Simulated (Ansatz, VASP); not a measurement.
## Two plane-wave programs on SnO2

```
Sn O
1.0
     4.88046    0.00000    0.00000
     0.00000    4.88047    0.00000
     0.00000    0.00000    3.16840
Sn O
2 4
Cartesian
  2.4402 2.4402 1.5842
  0.0000 0.0000 0.0000
  1.5677 1.5680 0.0000
  4.0079 0.8723 1.5842
  0.8725 4.0082 1.5842
  3.3128 3.3125 0.0000
```

Alike in both runs: task single point; functional PBE; k mesh 6 × 6 × 8; occupations gaussian, width 0.05 eV; no spin polarisation.

|  | VASP | Ansatz |
| --- | --- | --- |
| version | VASP 6.6.1 | Ansatz 0.2.0 |
| potentials or method | VASP PAW PBE potentials, release 64 (Sn_d, O), cutoff 520 eV | scalar-relativistic, plane waves, PAW |
| valence electrons in the cell | 52 | 52 |

|  | VASP | Ansatz | Ansatz less VASP |
| --- | --- | --- | --- |
| gap on the k mesh at the Fermi level (eV) | 1.20 | 1.22 | +0.013 |
| least direct gap on the mesh (eV) | 1.20 | 1.22 | +0.013 |
| pressure (GPa) | 8.8 | 8.2 | -0.67 |
| traceless stress, the component that is largest in VASP (GPa) | 7.22 | 6.67 | -0.550 |
| rms of the force components (eV/Å) | 1.115 | 1.086 | -0.0294 |

Atom by atom the forces differ by 0.029 eV/Å (rms over components).
